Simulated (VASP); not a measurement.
# ZrS (Fm-3m) in VASP: further runs

The runs below take ZrS through single point, relaxation of volume and atoms at fixed shape, with r2SCAN.

Everything below comes from runs of VASP 6.6.1. Logs are shortened: lines on timing, memory, paths and dates and some standing lists are left out, and cuts for length are marked.

**1. The cell of the first run**

The structure is cubic, space group Fm-3m (No. 225). Conventional cell: a = 5.223 Å, b = 5.223 Å, c = 5.223 Å, α = 90.00°, β = 90.00°, γ = 90.00°. Zr (site symmetry m-3m) has 6 S at 2.61 Å within 3.4 Å. S (site symmetry m-3m) has 6 Zr at 2.61 Å within 3.4 Å.

**2. Single point, r2SCAN**

The input, POSCAR:

```
ZrS
1.0
    0.0000000000      2.6116387364      2.6116387364
    2.6116387364      0.0000000000      2.6116387364
    2.6116387364      2.6116387364      0.0000000000
Zr S
1 1
Direct
    0.0000000000      0.0000000000      0.0000000000
    0.5000000000      0.5000000000      0.5000000000
```

The input, INCAR.step1:

```
SYSTEM = ZrS
PREC = Accurate
ENCUT = 550
ISMEAR = 0
SIGMA = 0.3
LREAL = .False.
LASPH = .True.
NELM = 120
NBANDS = 16
GGA = PE
ALGO = Normal
EDIFF = 1E-5
LWAVE = .True.
LCHARG = .False.
GGA_COMPAT = .False.
```

The input, INCAR.step2:

```
SYSTEM = ZrS
PREC = Accurate
ENCUT = 550
EDIFF = 1E-6
ISMEAR = 0
SIGMA = 0.3
LREAL = .False.
LASPH = .True.
NELM = 120
ALGO = Normal
ISIF = 2
LWAVE = .False.
LCHARG = .True.
METAGGA = R2SCAN
LMIXTAU = .True.
LELF = .True.
LVHAR = .True.
NBANDS = 16
ISTART = 1
GGA_COMPAT = .False.
```

The input, KPOINTS:

```
regular mesh
0
Gamma
  4 4 4
  0 0 0
```

Potentials or basis: VASP PAW PBE potentials, release 64 (Zr_sv, S).

On the command line:

```sh
$ cat potpaw_PBE.64/Zr_sv/POTCAR potpaw_PBE.64/S/POTCAR > POTCAR
$ cp INCAR.step1 INCAR
$ mpirun -np 1 vasp_std > vasp.out
$ cp INCAR.step2 INCAR
$ mpirun -np 1 vasp_std > vasp.out
```

OUTCAR:

```text
SYSTEM = ZrS
   PREC = Accurate
   ENCUT = 550
   EDIFF = 1E-6
   ISMEAR = 0
   LREAL = .False.
   LASPH = .True.
   NELM = 120
   ISIF = 2
   METAGGA = R2SCAN
   ISTART = 1

 ion  position               nearest neighbor table
   1  0.000  0.000  0.000-   2 2.61   2 2.61   2 2.61   2 2.61   2 2.61   2 2.61
   2  0.500  0.500  0.500-   1 2.61   1 2.61   1 2.61   1 2.61   1 2.61   1 2.61

  LATTYP: Found a face centered cubic cell.
 ALAT       =     5.2232774728

  Lattice vectors:

 A1 = (   0.0000000000,   2.6116387364,   2.6116387364)
 A2 = (   2.6116387364,   0.0000000000,   2.6116387364)
 A3 = (   2.6116387364,   2.6116387364,   0.0000000000)

Analysis of symmetry for initial positions (statically):
=====================================================================
 Subroutine PRICEL returns:
 Original cell was already a primitive cell.

 Routine SETGRP: Setting up the symmetry group for a
 face centered cubic supercell.

 Subroutine GETGRP returns: Found 48 space group operations
 (whereof 48 operations were pure point group operations)
 out of a pool of 48 trial point group operations.

The static configuration has the point symmetry O_h .

Analysis of symmetry for dynamics (positions and initial velocities):
=====================================================================
 Subroutine PRICEL returns:
 Original cell was already a primitive cell.

 Routine SETGRP: Setting up the symmetry group for a
 face centered cubic supercell.

 Subroutine GETGRP returns: Found 48 space group operations
 (whereof 48 operations were pure point group operations)
 out of a pool of 48 trial point group operations.

The dynamic configuration has the point symmetry O_h .

 Subroutine INISYM returns: Found 48 space group operations
 (whereof 48 operations are pure point group operations),
 and found     1 'primitive' translations

----------------------------------------------------------------------------------------

                                     Primitive cell

  volume of cell :      35.6262

  direct lattice vectors                    reciprocal lattice vectors
     0.000000000  2.611638736  2.611638736    -0.191450675  0.191450675  0.191450675
     2.611638736  0.000000000  2.611638736     0.191450675 -0.191450675  0.191450675
     2.611638736  2.611638736  0.000000000     0.191450675  0.191450675 -0.191450675

  length of vectors
     3.693414921  3.693414921  3.693414921     0.331602297  0.331602297  0.331602297

  position of ions in fractional coordinates (direct lattice)
     0.000000000  0.000000000  0.000000000
     0.500000000  0.500000000  0.500000000

  ion indices of the primitive-cell ions
   primitive index   ion index
                 1           1
                 2           2

----------------------------------------------------------------------------------------

 KPOINTS: regular mesh

Automatic generation of k-mesh.
 Grid dimensions read from file:
 generate k-points for:    4    4    4

 Generating k-lattice:

  Cartesian coordinates                     Fractional coordinates (reciprocal lattice)
    -0.047862669  0.047862669  0.047862669     0.250000000  0.000000000  0.000000000
     0.047862669 -0.047862669  0.047862669     0.000000000  0.250000000  0.000000000
     0.047862669  0.047862669 -0.047862669     0.000000000  0.000000000  0.250000000

  Length of vectors
     0.082900574  0.082900574  0.082900574

  Shift w.r.t. Gamma in fractional coordinates (k-lattice)
     0.000000000  0.000000000  0.000000000

 Subroutine IBZKPT returns following result:
 ===========================================

 Found      8 irreducible k-points:

 Following reciprocal coordinates:
            Coordinates               Weight
  0.000000  0.000000  0.000000      1.000000
  0.250000  0.000000  0.000000      8.000000
  0.500000  0.000000  0.000000      4.000000
  0.250000  0.250000  0.000000      6.000000
  0.500000  0.250000  0.000000     24.000000
 -0.250000  0.250000  0.000000     12.000000
  0.500000  0.500000  0.000000      3.000000
 -0.250000  0.500000  0.250000      6.000000
   k-points           NKPTS =      8   k-points in BZ     NKDIM =      8   number of bands    NBANDS=     16
   number of dos      NEDOS =    301   number of ions     NIONS =      2
   total plane-waves  NPLWV =  21952
   dimension x,y,z NGX =    28 NGY =   28 NGZ =   28
   dimension x,y,z NGXF=    56 NGYF=   56 NGZF=   56
   ions per type =               1   1
   NGX,Y,Z   is equivalent  to a cutoff of  12.60, 12.60, 12.60 a.u.
   NGXF,Y,Z  is equivalent  to a cutoff of  25.21, 25.21, 25.21 a.u.
 SYSTEM =  ZrS
   PREC   = accura    normal or accurate (medium, high low for compatibility)
   ISTART =      1    job   : 0-new  1-cont  2-samecut
   ICHARG =      0    charge: 1-file 2-atom 10-const
   ISPIN  =      1    spin polarized calculation?
   LNONCOLLINEAR =      F non collinear calculations
   LSORBIT =      F    spin-orbit coupling
   LASPH  =      T    aspherical Exc in radial PAW
   ENCUT  =  550.0 eV  40.42 Ry    6.36 a.u.   7.06  7.06  7.06*2*pi/ulx,y,z
   NELM   =    120;   NELMIN=  2; NELMDL=  0     # of ELM steps
   EDIFF  = 0.1E-05   stopping-criterion for ELM
   LREAL  =      F    real-space projection
   EDIFFG = 0.1E-04   stopping-criterion for IOM
   NSW    =      0    number of steps for IOM
   IBRION =     -1    ionic relax: 0-MD 1-quasi-New 2-CG
   NFREE  =      0    steps in history (QN), initial steepest desc. (CG)
   ISIF   =      2    stress and relaxation
   ISYM   =      2    0-nonsym 1-usesym 2-fastsym
   POTIM  = 0.5000    time-step for ionic-motion
   TEBEG  =    0.0;   TEEND  =   0.0 temperature during run
   PSTRESS=    0.0 pullay stress
   NELECT =      18.0000    total number of electrons
   NUPDOWN=      -1.0000    fix difference up-down
   EMIN   =  10.00;   EMAX   =-10.00  energy-range for DOS
   EFERMI =   0.00;   METHOD = LEGACY
   ISMEAR =     0;   SIGMA  =   0.30  broadening in eV -4-tet -1-fermi 0-gaus
   EFERMI_NEDOS =   21; number of points for ismear=-14 and -15
   IALGO  =     38    algorithm
   IMIX   =      4    mixing-type and parameters
     AMIX     =   0.40;   BMIX     =  1.00
     AMIX_MAG =   1.60;   BMIX_MAG =  1.00
  volume/ion in A,a.u.               =      17.81       120.21
  Fermi-wavevector in a.u.,A,eV,Ry     =   1.303895  2.464004 23.131833  1.700142
  Thomas-Fermi vector in A             =   2.434867
   LORBIT       =      0    0 simple, 1 ext, 2 COOP (PROOUT), +10 PAW based schemes
   METAGGA = R2SCAN    functional components
   LHFCALC =     F    Hartree Fock is set to
   AEXX    =    0.0000 exact exchange contribution
   IVDW    =     0    specifies the selected vdW correction
   LEPSILON=     F    determine dielectric tensor
   LRPA    =     F    only Hartree local field effects (RPA)
 non-spin polarized calculation
 Gauss-broadening in eV      SIGMA  =   0.30
  energy-cutoff  :      550.00
  volume of cell :       35.63
 maximum number of plane-waves:      1056
   NGX = 15   NGY = 15   NGZ = 15

 number of electron      17.9999999 magnetization

 Free energy of the ion-electron system (eV)
  ---------------------------------------------------
  ext. energy  EPLUGINS =         0.00000000
  ---------------------------------------------------
  free energy    TOTEN  =       -33.94027866 eV

  energy without entropy =      -33.85797242  energy(sigma->0) =      -33.89912554

 E-fermi :  11.0095     XC(G=0): -12.0492

 val. band max:       10.9994072894   @ k =   0.2500   0.2500   0.0000
 cond. band min:      11.1475590917   @ k =  -0.2500   0.5000   0.2500
 fundamental gap:      0.1481518024
 Fermi energy:        11.0094880642

 k-point     1 :       0.0000    0.0000    0.0000
  band No.  band energies     occupation
      1     -40.6612      2.00000
      2     -17.9478      2.00000
      3     -17.9478      2.00000
      4     -17.9478      2.00000
      5      -5.7706      2.00000
      6       7.1098      2.00000
[... 8 lines left out ...]
     15      18.8405      0.00000
     16      23.7709      0.00000

 k-point     2 :       0.2500    0.0000    0.0000
  band No.  band energies     occupation
      1     -40.6463      2.00000
      2     -18.1456      2.00000
      3     -17.9639      2.00000
      4     -17.9639      2.00000
      5      -5.0316      2.00000
      6       4.4266      2.00000
[... 8 lines left out ...]
     15      19.6329      0.00000
     16      20.9620      0.00000

 k-point     3 :       0.5000    0.0000    0.0000
  band No.  band energies     occupation
      1     -40.6314      2.00000
      2     -18.3334      2.00000
      3     -17.9798      2.00000
      4     -17.9798      2.00000
      5      -4.1348      2.00000
      6       2.5334      2.00000
[... 8 lines left out ...]
     15      17.1692      0.00000
     16      17.1692      0.00000

 k-point     4 :       0.2500    0.2500    0.0000
  band No.  band energies     occupation
      1     -40.6415      2.00000
      2     -18.1183      2.00000
      3     -18.0067      2.00000
      4     -18.0067      2.00000
      5      -5.0435      2.00000
      6       3.9889      2.00000
[... 8 lines left out ...]
     15      19.6165      0.00000
     16      20.5628      0.00000

 k-point     5 :       0.5000    0.2500    0.0000
  band No.  band energies     occupation
      1     -40.6268      2.00000
      2     -18.2416      2.00000
      3     -18.0720      2.00000
      4     -18.0229      2.00000
      5      -4.5337      2.00000
      6       3.6333      2.00000
[... 8 lines left out ...]
     15      17.8636      0.00000
     16      19.8912      0.00000

 k-point     6 :      -0.2500    0.2500    0.0000
  band No.  band energies     occupation
      1     -40.6316      2.00000
      2     -18.2194      2.00000
      3     -18.0809      2.00000
      4     -17.9802      2.00000
      5      -4.4849      2.00000
      6       3.3495      2.00000
[... 8 lines left out ...]
     15      18.8993      0.00000
     16      19.7042      0.00000

 k-point     7 :       0.5000    0.5000    0.0000
  band No.  band energies     occupation
      1     -40.6221      2.00000
      2     -18.2425      2.00000
      3     -18.0655      2.00000
      4     -18.0655      2.00000
      5      -4.9004      2.00000
      6       4.3186      2.00000
[... 8 lines left out ...]
     15      20.2727      0.00000
     16      22.5938      0.00000

 k-point     8 :      -0.2500    0.5000    0.2500
  band No.  band energies     occupation
      1     -40.6219      2.00000
      2     -18.1545      2.00000
      3     -18.1545      2.00000
      4     -18.0857      2.00000
      5      -4.5752      2.00000
      6       4.4600      2.00000
[... 8 lines left out ...]
     15      19.6786      0.00000
     16      19.6786      0.00000

------------------------ aborting loop because EDIFF is reached ----------------------------------------

  FORCE on cell =-STRESS in cart. coord.  units (eV):
  Direction    XX          YY          ZZ          XY          YZ          ZX
  --------------------------------------------------------------------------------------
  -------------------------------------------------------------------------------------
  Total       -0.0044951     -0.0044951     -0.0044951     -0.0000000      0.0000000      0.0000000
  in kB       -0.2021537     -0.2021537     -0.2021537     -0.0000000      0.0000000      0.0000000
  external PRESSURE =      -0.2021537 kB  Pullay stress =       0.0000000 kB

 VOLUME and BASIS-vectors are now :
 -----------------------------------------------------------------------------
  energy-cutoff  :      550.00
  volume of cell :       35.63
      direct lattice vectors                 reciprocal lattice vectors
     0.000000000  2.611638736  2.611638736    -0.191450675  0.191450675  0.191450675
     2.611638736  0.000000000  2.611638736     0.191450675 -0.191450675  0.191450675
     2.611638736  2.611638736  0.000000000     0.191450675  0.191450675 -0.191450675

 POSITION                                       TOTAL-FORCE (eV/Angst)
 -----------------------------------------------------------------------------------
      0.00000      0.00000      0.00000         0.000000      0.000000     -0.000000
      2.61164      2.61164      2.61164        -0.000000     -0.000000      0.000000
 -----------------------------------------------------------------------------------
    total drift:                                0.000000      0.000000      0.000000

  FREE ENERGIE OF THE ION-ELECTRON SYSTEM (eV)
  ---------------------------------------------------
  free  energy   TOTEN  =       -33.9402786554 eV

  energy  without entropy=      -33.8579724227  energy(sigma->0) =      -33.89912554
```

Run time: 23 s. Hardware: 1 thread of Intel Xeon Platinum 8488C (Sapphire Rapids), shared host; peak memory 0.16 GiB.

What came out:

* Free energy: -33.9403 eV
* Pressure: 0.0 GPa
* Band gap on the k mesh: zero (bands 9 and 10 overlap by 3.00 eV)

Caveat: the k points lie up to 0.52 Å⁻¹ apart, too coarse for converged energies and pressures of a metal; so wide a smearing shifts energies and pressures; the PAW data sets were made with another functional, which shifts forces and pressure a little.

**3. Relaxation of volume and atoms at fixed shape, r2SCAN**

This run uses another cell than the first one, of 18.09 Å³/atom.

The input, POSCAR:

```
ZrS
1.0
    0.0000000000      2.6250000000      2.6250000000
    2.6250000000      0.0000000000      2.6250000000
    2.6250000000      2.6250000000      0.0000000000
Zr S
1 1
Direct
    0.0000000000      0.0000000000      0.0000000000
    0.5000000000      0.5000000000      0.5000000000
```

The input, INCAR.step1:

```
SYSTEM = ZrS
ALGO = Normal
EDIFF = 1E-5
EDIFFG = -0.005
ENCUT = 550
GGA = PE
GGA_COMPAT = .FALSE.
IBRION = 2
ISIF = 3
ISMEAR = 0
LASPH = .TRUE.
LCHARG = .FALSE.
LREAL = .FALSE.
LWAVE = .TRUE.
NELM = 120
NELMIN = 4
NSW = 100
PREC = Accurate
SIGMA = 0.3
```

The input, INCAR.step2:

```
SYSTEM = ZrS
ALGO = Normal
EDIFF = 1E-7
EDIFFG = -0.01
ENCUT = 550
GGA_COMPAT = .FALSE.
IBRION = 2
ISIF = 8
ISMEAR = 0
ISTART = 1
LASPH = .TRUE.
LCHARG = .FALSE.
LMIXTAU = .TRUE.
LREAL = .FALSE.
LWAVE = .FALSE.
METAGGA = R2SCAN
NELM = 120
NELMIN = 4
NSW = 80
PREC = Accurate
SIGMA = 0.3
```

The input, KPOINTS:

```
k-points
0
G
  4 4 4
  0 0 0
```

Potentials or basis: VASP PAW PBE potentials, release 64 (Zr_sv, S).

On the command line:

```sh
$ cat potpaw_PBE.64/Zr_sv/POTCAR potpaw_PBE.64/S/POTCAR > POTCAR
$ cp INCAR.step1 INCAR
$ mpirun -np 1 vasp_std > vasp.out
$ cp INCAR.step2 INCAR
$ mpirun -np 1 vasp_std > vasp.out
```

Run time: 62 s. Hardware: 1 thread of Intel Xeon Platinum 8488C (Sapphire Rapids), shared host; peak memory 0.16 GiB.

The run converged. Its results:

| Item | Value |
| --- | --- |
| Free energy | -33.9405 eV |
| Relaxed volume | 17.81 Å³/atom |
| Relaxed cell | a = 3.693 Å, b = 3.693 Å, c = 3.693 Å, α = 60.00°, β = 60.00°, γ = 60.00° |
| Space group after relaxing (to 0.1 Å) | Fm-3m (No. 225) |
| Energy gained by relaxing | 1.8 meV/atom |
| Ionic steps | 3 |
| Pressure after relaxing | -0.1 GPa |

The path:
```
step  energy change (eV)  largest force (eV/Å)  pressure (GPa)  volume (Å³)
   1              0.0000                0.0000           -2.08        36.18
   2              0.0018                0.0000            2.71        34.96
   3             -0.0037                0.0000           -0.06        35.62
```

Final structure:
```yaml
crystal:
  lattice:
    - [0.00000, 2.61154, 2.61154]
    - [2.61154, 0.00000, 2.61154]
    - [2.61154, 2.61154, 0.00000]
  atoms:
    - { symbol: Zr, position: [0.00000, 0.00000, 0.00000] }
    - { symbol: S, position: [0.50000, 0.50000, 0.50000] }
```

Levels at points of the mesh, in eV from the Fermi level:
| k point | band 7 | band 8 | band 9 | band 10 | band 11 | band 12 |
| --- | --- | --- | --- | --- | --- | --- |
| (0.00, 0.00, 0.00) | -3.90 | -3.90 | -1.32 | -1.32 | -1.32 | -0.58 |
| (0.50, 0.00, 0.00) | -6.40 | -6.40 | 1.69 | 1.69 | 2.04 | 2.22 |
| (0.50, 0.50, 0.00) | -4.87 | -4.87 | -3.47 | 0.67 | 2.61 | 2.61 |

Caveat: the k points lie up to 0.52 Å⁻¹ apart in the final cell; the highest band is partly filled, so the run has too few bands; the PAW data sets were made with another functional, which shifts forces and pressure a little.

(Continued in part 2 of 2.)
